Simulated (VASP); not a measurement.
A run of VASP 6.6.1 is set up as follows.

File INCAR:

```
PREC     = Accurate       # precision mode
ENCUT    = 520            # plane-wave cutoff, eV
EDIFF    = 1E-6           # SCF threshold, eV
ISMEAR   = 0              # smearing method
SIGMA    = 0.15           # smearing width, eV
LREAL    = False          # projectors in reciprocal space
LASPH    = True           # aspherical terms in the spheres
NELM     = 100            # most SCF steps
ALGO     = Fast           # electronic algorithm
ISIF     = 2              # what is computed and relaxed
LWAVE    = False          # write WAVECAR
LCHARG   = True           # write CHGCAR
GGA      = PS             # functional
LELF     = True           # ELF
LVHAR    = True         
NBANDS   = 11             # bands
```

The input KPOINTS:

```
regular mesh
0
Gamma
  24 24 24
```

File POSCAR:

```
Pt
1.0
    0.0000000000      1.8424544409      2.2109453291
    1.8424544409      0.0000000000      2.2109453291
    1.8424544409      1.8424544409      0.0000000000
Pt
1
Direct
    0.0000000000      0.0000000000      0.0000000000
```

Potentials or basis: VASP PAW PBE potentials, release 64 (Pt).

The run is started by

```console
$ cat potpaw_PBE.64/Pt/POTCAR > POTCAR
$ mpirun -np 1 vasp_std > vasp.out
```

Q: Predict the band gap on the k mesh.

A: Zero (bands 5 and 6 overlap by 3.27 eV).

Q: Predict the pressure.

A: 5.6 GPa.

Stress tensor (GPa, compression positive):
```
 15.27   0.00   0.00
  0.00  15.27   0.00
  0.00   0.00 -13.76
```

Caveat: the cell stands under pressure; the PAW data sets were made with another functional, which shifts forces and pressure a little; spin-orbit coupling is left out, which moves the levels of the heavy elements.
